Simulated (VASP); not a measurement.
# Sn (Fd-3m) in VASP: further runs

The runs below take Sn through relaxation of cell and atoms, single point, with RPBE+D4, HSE06, pbesol exchange, pbe correlation, RPBE+D3(BJ).

All numbers are computed with VASP 6.6.1; they aren't measurements. Logs are shortened: lines on timing, memory, paths and dates and some standing lists are left out, and cuts for length are marked.

## 1. The cell of the first run

It takes space group Fd-3m (No. 227, cubic). The conventional cell has a = 6.467 Å, b = 6.467 Å, c = 6.467 Å, α = 90.00°, β = 90.00°, γ = 90.00°. Sn (site symmetry -43m) has 4 Sn at 2.80 Å within 3.7 Å.

This isn't the form of Sn at room conditions, which is tetragonal (white tin).

## 2. Relaxation of cell and atoms, RPBE+D4

Input file INCAR:

```
PREC = Accurate ; ENCUT = 600
EDIFF = 1E-6 ; ISMEAR = -1
SIGMA = 0.05 ; LREAL = F
LASPH = T ; NELM = 60
ALGO = Normal ; ISIF = 3
LWAVE = F ; LCHARG = F
GGA = RP ; IVDW = 13
IBRION = 2 ; NSW = 60
EDIFFG = -0.01
```

Input file KPOINTS:

```
Automatic mesh
0
Gamma
  7 7 7
```

Input file POSCAR:

```
Sn
1.0
    0.0000000000      3.2333428000      3.2333428000
    3.2333428000      0.0000000000      3.2333428000
    3.2333428000      3.2333428000      0.0000000000
Sn
2
Direct
    0.7500000000      0.7500000000      0.7500000000
    0.5000000000      0.5000000000      0.5000000000
```

Potentials or basis: VASP PAW PBE potentials, release 64 (Sn_d).

Started as:

```
$ cat potpaw_PBE.64/Sn_d/POTCAR > POTCAR
$ mpirun -np 1 vasp_std > vasp.out
```

OUTCAR:

```text
PREC = Accurate
   ENCUT = 600
   EDIFF = 1E-6
   ISMEAR = -1
   LREAL = F
   LASPH = T
   NELM = 60
   ISIF = 3
   GGA = RP
   IVDW = 13
   IBRION = 2
   NSW = 60
   EDIFFG = -0.01

 ion  position               nearest neighbor table
   1  0.750  0.750  0.750-   2 2.80   2 2.80   2 2.80   2 2.80
   2  0.500  0.500  0.500-   1 2.80   1 2.80   1 2.80   1 2.80

  LATTYP: Found a face centered cubic cell.
 ALAT       =     6.4666856000

  Lattice vectors:

 A1 = (   0.0000000000,   3.2333428000,   3.2333428000)
 A2 = (   3.2333428000,   0.0000000000,   3.2333428000)
 A3 = (   3.2333428000,   3.2333428000,   0.0000000000)

Analysis of symmetry for initial positions (statically):
=====================================================================
 Subroutine PRICEL returns:
 Original cell was already a primitive cell.

 Routine SETGRP: Setting up the symmetry group for a
 face centered cubic supercell.

 Subroutine GETGRP returns: Found 48 space group operations
 (whereof 24 operations were pure point group operations)
 out of a pool of 48 trial point group operations.

The static configuration has the point symmetry T_d .
 The point group associated with its full space group is O_h .

Analysis of symmetry for dynamics (positions and initial velocities):
=====================================================================
 Subroutine PRICEL returns:
 Original cell was already a primitive cell.

 Routine SETGRP: Setting up the symmetry group for a
 face centered cubic supercell.

 Subroutine GETGRP returns: Found 48 space group operations
 (whereof 24 operations were pure point group operations)
 out of a pool of 48 trial point group operations.

The dynamic configuration has the point symmetry T_d .
 The point group associated with its full space group is O_h .

 Subroutine INISYM returns: Found 48 space group operations
 (whereof 24 operations are pure point group operations),
 and found     1 'primitive' translations

----------------------------------------------------------------------------------------

                                     Primitive cell

  volume of cell :      67.6060

  direct lattice vectors                    reciprocal lattice vectors
     0.000000000  3.233342800  3.233342800    -0.154638723  0.154638723  0.154638723
     3.233342800  0.000000000  3.233342800     0.154638723 -0.154638723  0.154638723
     3.233342800  3.233342800  0.000000000     0.154638723  0.154638723 -0.154638723

  length of vectors
     4.572637240  4.572637240  4.572637240     0.267842124  0.267842124  0.267842124

  position of ions in fractional coordinates (direct lattice)
     0.750000000  0.750000000  0.750000000
     0.500000000  0.500000000  0.500000000

  ion indices of the primitive-cell ions
   primitive index   ion index
                 1           1
                 2           2

----------------------------------------------------------------------------------------

 KPOINTS: Automatic mesh

Automatic generation of k-mesh.
 Grid dimensions read from file:
 generate k-points for:    7    7    7

 Generating k-lattice:

  Cartesian coordinates                     Fractional coordinates (reciprocal lattice)
    -0.022091246  0.022091246  0.022091246     0.142857143  0.000000000  0.000000000
     0.022091246 -0.022091246  0.022091246     0.000000000  0.142857143  0.000000000
     0.022091246  0.022091246 -0.022091246     0.000000000  0.000000000  0.142857143

  Length of vectors
     0.038263161  0.038263161  0.038263161

  Shift w.r.t. Gamma in fractional coordinates (k-lattice)
     0.000000000  0.000000000  0.000000000

 Subroutine IBZKPT returns following result:
 ===========================================

 Found     20 irreducible k-points:

 Following reciprocal coordinates:
            Coordinates               Weight
  0.000000  0.000000  0.000000      1.000000
  0.142857  0.000000  0.000000      8.000000
  0.285714  0.000000  0.000000      8.000000
  0.428571  0.000000  0.000000      8.000000
  0.142857  0.142857  0.000000      6.000000
  0.285714  0.142857  0.000000     24.000000
[... 12 lines left out ...]
 -0.428571  0.428571  0.142857     24.000000
 -0.285714  0.428571  0.142857     24.000000
   k-points           NKPTS =     20   k-points in BZ     NKDIM =     20   number of bands    NBANDS=     18
   number of dos      NEDOS =    301   number of ions     NIONS =      2
   total plane-waves  NPLWV =  64000
   dimension x,y,z NGX =    40 NGY =   40 NGZ =   40
   dimension x,y,z NGXF=    80 NGYF=   80 NGZF=   80
   ions per type =               2
   NGX,Y,Z   is equivalent  to a cutoff of  14.54, 14.54, 14.54 a.u.
   NGXF,Y,Z  is equivalent  to a cutoff of  29.09, 29.09, 29.09 a.u.
 SYSTEM =  unknown system
   PREC   = accura    normal or accurate (medium, high low for compatibility)
   ISTART =      0    job   : 0-new  1-cont  2-samecut
   ICHARG =      2    charge: 1-file 2-atom 10-const
   ISPIN  =      1    spin polarized calculation?
   LNONCOLLINEAR =      F non collinear calculations
   LSORBIT =      F    spin-orbit coupling
   LASPH  =      T    aspherical Exc in radial PAW
   ENCUT  =  600.0 eV  44.10 Ry    6.64 a.u.   9.13  9.13  9.13*2*pi/ulx,y,z
   NELM   =     60;   NELMIN=  2; NELMDL= -5     # of ELM steps
   EDIFF  = 0.1E-05   stopping-criterion for ELM
   LREAL  =      F    real-space projection
   EDIFFG = -.1E-01   stopping-criterion for IOM
   NSW    =     60    number of steps for IOM
   IBRION =      2    ionic relax: 0-MD 1-quasi-New 2-CG
   NFREE  =      1    steps in history (QN), initial steepest desc. (CG)
   ISIF   =      3    stress and relaxation
   ISYM   =      2    0-nonsym 1-usesym 2-fastsym
   POTIM  = 0.5000    time-step for ionic-motion
   TEBEG  =    0.0;   TEEND  =   0.0 temperature during run
   PSTRESS=    0.0 pullay stress
   NELECT =      28.0000    total number of electrons
   NUPDOWN=      -1.0000    fix difference up-down
   EMIN   =  10.00;   EMAX   =-10.00  energy-range for DOS
   EFERMI =   0.00;   METHOD = LEGACY
   ISMEAR =    -1;   SIGMA  =   0.05  broadening in eV -4-tet -1-fermi 0-gaus
   EFERMI_NEDOS =   21; number of points for ismear=-14 and -15
   IALGO  =     38    algorithm
   IMIX   =      4    mixing-type and parameters
     AMIX     =   0.40;   BMIX     =  1.00
     AMIX_MAG =   1.60;   BMIX_MAG =  1.00
  volume/ion in A,a.u.               =      33.80       228.11
  Fermi-wavevector in a.u.,A,eV,Ry     =   1.220298  2.306028 20.260793  1.489126
  Thomas-Fermi vector in A             =   2.355520
   LORBIT       =      0    0 simple, 1 ext, 2 COOP (PROOUT), +10 PAW based schemes
   GGA     = RP    functional components
   LHFCALC =     F    Hartree Fock is set to
   AEXX    =    0.0000 exact exchange contribution
   IVDW    =    13    specifies the selected vdW correction
   LEPSILON=     F    determine dielectric tensor
   LRPA    =     F    only Hartree local field effects (RPA)
 conjugate gradient relaxation of ions
 non-spin polarized calculation
  energy-cutoff  :      600.00
  volume of cell :       67.61
 maximum number of plane-waves:      2281
 NGX is ok and might be reduce to    40
   NGX = 19   NGY = 19   NGZ = 19

--------------------------------------- Ionic step        1  -------------------------------------------

 number of electron      28.0000005 magnetization

 Free energy of the ion-electron system (eV)
  ---------------------------------------------------
  ext. energy  EPLUGINS =         0.00000000
  ---------------------------------------------------
  free energy    TOTEN  =        -6.89821780 eV

  energy without entropy =       -6.89659213  energy(sigma->0) =       -6.89740496

------------------------ aborting loop because EDIFF is reached ----------------------------------------

  DFT-D4 for vdW energy calculation

  Edisp (eV):   -1.16821

  FORCE on cell =-STRESS in cart. coord.  units (eV):
  Direction    XX          YY          ZZ          XY          YZ          ZX
  --------------------------------------------------------------------------------------
  -------------------------------------------------------------------------------------
  Total       0.81388     0.81388     0.81388     0.00000     0.00000     0.00000
  in kB      19.28803    19.28803    19.28803     0.00000     0.00000     0.00000
  external pressure =       19.29 kB  Pullay stress =        0.00 kB

 VOLUME and BASIS-vectors are now :
 -----------------------------------------------------------------------------
  energy-cutoff  :      600.00
  volume of cell :       67.61
      direct lattice vectors                 reciprocal lattice vectors
     0.000000000  3.233342800  3.233342800    -0.154638723  0.154638723  0.154638723
     3.233342800  0.000000000  3.233342800     0.154638723 -0.154638723  0.154638723
     3.233342800  3.233342800  0.000000000     0.154638723  0.154638723 -0.154638723
[... 41 lines left out ...]
 POSITION                                       TOTAL-FORCE (eV/Angst)
 -----------------------------------------------------------------------------------
      4.94523      4.94523      4.94523         0.000000     -0.000000      0.000000
      3.29682      3.29682      3.29682        -0.000000      0.000000     -0.000000
 -----------------------------------------------------------------------------------
    total drift:                               -0.000000     -0.000000      0.000000

  FREE ENERGIE OF THE ION-ELECTRON SYSTEM (eV)
  ---------------------------------------------------
  free  energy   TOTEN  =        -8.0818129131 eV

  energy  without entropy=       -8.0796766071  energy(sigma->0) =       -8.08074476

--------------------------------------- Ionic step        3  -------------------------------------------

 number of electron      28.0000000 magnetization

 Free energy of the ion-electron system (eV)
  ---------------------------------------------------
  ext. energy  EPLUGINS =         0.00000000
  ---------------------------------------------------
  free energy    TOTEN  =        -6.97402778 eV

  energy without entropy =       -6.97209231  energy(sigma->0) =       -6.97306005

 E-fermi :   5.3980     XC(G=0):  -8.5551

 val. band max:        5.1744843509   @ k =   0.1429   0.0000   0.0000
 cond. band min:       5.4570517767   @ k =   0.4286   0.0000   0.0000
 fundamental gap:      0.2825674259
 Fermi energy:         5.3980329828

 k-point     1 :       0.0000    0.0000    0.0000
  band No.  band energies     occupation
      1     -16.2398      2.00000
      2     -16.2398      2.00000
      3     -16.2398      2.00000
      4     -16.1860      2.00000
      5     -16.1860      2.00000
      6     -15.9034      2.00000
[... 10 lines left out ...]
     17       7.5876      0.00000
     18       7.5876      0.00000
[... 423 lines left out ...]
 POSITION                                       TOTAL-FORCE (eV/Angst)
 -----------------------------------------------------------------------------------
      4.92070      4.92070      4.92070        -0.000000      0.000000     -0.000000
      3.28047      3.28047      3.28047         0.000000     -0.000000      0.000000
 -----------------------------------------------------------------------------------
    total drift:                               -0.000000     -0.000000      0.000000

  FREE ENERGIE OF THE ION-ELECTRON SYSTEM (eV)
  ---------------------------------------------------
  free  energy   TOTEN  =        -8.0836930810 eV

  energy  without entropy=       -8.0817576165  energy(sigma->0) =       -8.08272535

 reached required accuracy - stopping structural energy minimisation
```

It took 2 min on 1 thread of Intel Xeon 8259CL, shared host; peak memory 0.25 GiB.

What came out:

```
Free energy                           : -8.0837 eV
Relaxed volume                        : 35.30 Å³/atom
Relaxed cell                          : a = 4.639 Å, b = 4.639 Å, c = 4.639 Å, α = 60.00°, β = 60.00°, γ = 60.00°
Space group after relaxing (to 0.1 Å) : Fd-3m (No. 227)
Energy gained by relaxing             : 8.6 meV/atom
Ionic steps                           : 3
Pressure after relaxing               : 0.0 GPa
Band gap on the k mesh                : zero (bands 14 and 15 overlap by 0.05 eV)
Dispersion energy per atom            : -0.555 eV
```

The path:
```
step  energy change (eV)  largest force (eV/Å)  pressure (GPa)  volume (Å³)
   1              0.0000                0.0000            1.93        67.61
   2             -0.0154                0.0000           -0.56        71.67
   3             -0.0173                0.0000            0.00        70.61
```

Final structure:
```cif
data_structure
_symmetry_space_group_name_H-M 'P 1'
_symmetry_Int_Tables_number 1
_cell_length_a 4.6393
_cell_length_b 4.6393
_cell_length_c 4.6393
_cell_angle_alpha 60.000
_cell_angle_beta 60.000
_cell_angle_gamma 60.000
_cell_volume 70.61
loop_
_atom_site_label
_atom_site_type_symbol
_atom_site_fract_x
_atom_site_fract_y
_atom_site_fract_z
_atom_site_occupancy
Sn1 Sn 0.75000 0.75000 0.75000 1
Sn2 Sn 0.50000 0.50000 0.50000 1
```

Levels at points of the mesh, in eV from the Fermi level:
| k point | band 12 | band 13 | band 14 | band 15 | band 16 | band 17 |
| --- | --- | --- | --- | --- | --- | --- |
| (0.00, 0.00, 0.00) | -0.76 | 0.11 | 0.11 | 0.11 | 2.19 | 2.19 |

Caveat: the PAW data sets were made with another functional, which shifts forces and pressure a little; spin-orbit coupling is left out, which moves the levels of the heavy elements.

## 3. Single point, HSE06, non-collinear spin, zero start, spin-orbit coupling

POSCAR is that of step 2.

Input file INCAR.step1:

```
SYSTEM = Sn
PREC = Accurate
ENCUT = 520
EDIFF = 1E-5
ISMEAR = -1
SIGMA = 0.05
LREAL = .False.
LASPH = .True.
NELM = 150
ALGO = Normal
ISIF = 2
LWAVE = .True.
LCHARG = .False.
MAGMOM = 0 0 0 0 0 0
LORBIT = 11
LSORBIT = .True.
GGA_COMPAT = .False.
LORBMOM = .True.
NBANDS = 40
GGA = PE
```

Input file INCAR.step2:

```
SYSTEM = Sn
PREC = Accurate
ENCUT = 520
EDIFF = 1E-7
ISMEAR = -1
SIGMA = 0.05
LREAL = .False.
LASPH = .True.
NELM = 150
ALGO = Normal
ISIF = 2
LWAVE = .False.
LCHARG = .False.
MAGMOM = 0 0 0 0 0 0
LORBIT = 11
LSORBIT = .True.
GGA_COMPAT = .False.
LORBMOM = .True.
GGA = PE
LHFCALC = .True.
HFSCREEN = 0.2079
PRECFOCK = Normal
NBANDS = 40
ISTART = 1
```

Input file KPOINTS:

```
regular mesh
0
Gamma
  3 3 3
  0 0 0
```

Potentials or basis: VASP PAW PBE potentials, release 64 (Sn_d).

Started as:

```
$ cat potpaw_PBE.64/Sn_d/POTCAR > POTCAR
$ cp INCAR.step1 INCAR
$ mpirun -np 1 vasp_ncl > vasp.out
$ cp INCAR.step2 INCAR
$ mpirun -np 1 vasp_ncl > vasp.out
```

Run time: 33 min. Hardware: 1 thread of Intel Xeon Platinum 8259CL at 2.50GHz (Skylake/Cascade Lake), shared host; peak memory 0.51 GiB.

It converged, with:

```yaml
Free_energy: -8.5648 eV
Pressure: 3.7 GPa
Net_moment: 0.00 μB per cell
Valence_electrons_inside_the_program's_atomic_spheres: Sn 12.44
```

Moments on the atoms (μB; x, y, z):
```
Sn  0.00 0.00 0.00
Sn  0.00 0.00 0.00
```

Caveat: the k points lie up to 0.56 Å⁻¹ apart; the PAW data sets were made with another functional, which shifts forces and pressure a little.

## 4. Single point, pbesol exchange, pbe correlation, collinear spin, zero start

Input file INCAR:

```
SYSTEM = Sn
ALGO = Normal
EDIFF = 1E-6
ENCUT = 500
GGA = LIBXC
GGA_COMPAT = .FALSE.
ISIF = 2
ISMEAR = 0
ISPIN = 2
LASPH = .TRUE.
LCHARG = .FALSE.
LIBXC1 = GGA_X_PBE_SOL
LIBXC2 = GGA_C_PBE
LORBIT = 11
LREAL = .FALSE.
LWAVE = .FALSE.
MAGMOM = 0 0
NBANDS = 25
NELM = 200
PREC = Accurate
SIGMA = 0.05
```

Input file KPOINTS:

```
k-points
0
G
  7 7 7
  0 0 0
```

Input file POSCAR:

```
Sn
1.0
    0.0000000000      3.2333428000      3.2333428000
    3.2333428000      0.0000000000      3.2333428000
    3.2333428000      3.2333428000      0.0000000000
Sn
2
Direct
    0.2500000000      0.2500000000      0.2500000000
    1.0000000000      1.0000000000      1.0000000000
```

Started as:

```
$ cat potpaw_PBE.64/Sn_d/POTCAR > POTCAR
$ mpirun -np 1 vasp_std > vasp.out
```

It took 52 s on 1 thread of Intel Xeon Platinum 8559C (Emerald Rapids), shared host; peak memory 0.25 GiB.

Results (log left out):

| Quantity | Value |
| --- | --- |
| Free energy | -8.5580 eV |
| Pressure | 1.0 GPa |
| Band gap on the k mesh | zero (filled and empty bands overlap) |
| Net moment | 0.00 μB per cell |
| Valence electrons inside the program's atomic spheres | Sn 12.35 |

Levels at points of the mesh, in eV from the Fermi level:
Spin up:
```
           k point  band 10  band 11  band 12  band 13  band 14  band 15  band 16  band 17  band 18  band 19
(0.00, 0.00, 0.00)   -21.20   -10.67    -0.53     0.10     0.10     0.10     2.16     2.16     2.16     4.82
```
Spin down:
| k point | band 11 | band 12 | band 13 | band 14 | band 15 | band 16 | band 17 | band 18 |
| --- | --- | --- | --- | --- | --- | --- | --- | --- |
| (0.00, 0.00, 0.00) | -10.67 | -0.53 | 0.10 | 0.10 | 0.10 | 2.16 | 2.16 | 2.16 |

Caveat: the PAW data sets were made with another functional, which shifts forces and pressure a little; spin-orbit coupling is left out, which moves the levels of the heavy elements.

## 5. Single point, RPBE+D4, non-collinear spin, zero start, spin-orbit coupling

Input file INCAR:

```
ALGO     = Normal         # electronic algorithm
EDIFF    = 1E-6           # SCF threshold, eV
ENCUT    = 520            # plane-wave cutoff, eV
GGA      = RP             # functional
GGA_COMPAT= False        
ISIF     = 2              # what is computed and relaxed
ISMEAR   = 1              # smearing method
IVDW     = 13             # dispersion correction
LASPH    = True           # aspherical terms in the spheres
LCHARG   = False          # write CHGCAR
LORBIT   = 11             # projections on sites
LORBMOM  = True         
LREAL    = False          # projectors in reciprocal space
LSORBIT  = True           # spin-orbit coupling
LWAVE    = False          # write WAVECAR
MAGMOM   = 0 0 0 0 0 0    # initial moments
NBANDS   = 40             # bands
NELM     = 150            # most SCF steps
PREC     = Accurate       # precision mode
SIGMA    = 0.15           # smearing width, eV
```

Input file KPOINTS:

```
k-points
0
Gamma
  7 7 7
```

Input file POSCAR:

```
Sn
1.0
    0.0000000000      3.2333428000      3.2333428000
    3.2333428000      0.0000000000      3.2333428000
    3.2333428000      3.2333428000      0.0000000000
Sn
2
Direct
    0.7500000000      0.7500000000      0.7500000000
    0.5000000000      0.5000000000      0.5000000000
```

Started as:

```
$ cat potpaw_PBE.64/Sn_d/POTCAR > POTCAR
$ mpirun -np 1 vasp_ncl > vasp.out
```

Wall time 94 s (1 thread of Intel Xeon Platinum 8559C (Emerald Rapids), shared host); peak memory 0.4 GiB.

Results (log left out):

| Property | Result |
| --- | --- |
| Free energy | -8.1780 eV |
| Pressure | 1.9 GPa |
| Net moment | 0.00 μB per cell |
| Valence electrons inside the program's atomic spheres | Sn 12.37 |
| Dispersion energy per atom | -0.584 eV |

Moments on the atoms (μB; x, y, z):
```
Sn  0.00 0.00 0.00
Sn  0.00 0.00 0.00
```

Caveat: the PAW data sets were made with another functional, which shifts forces and pressure a little.

(Continued in part 2 of 2.)
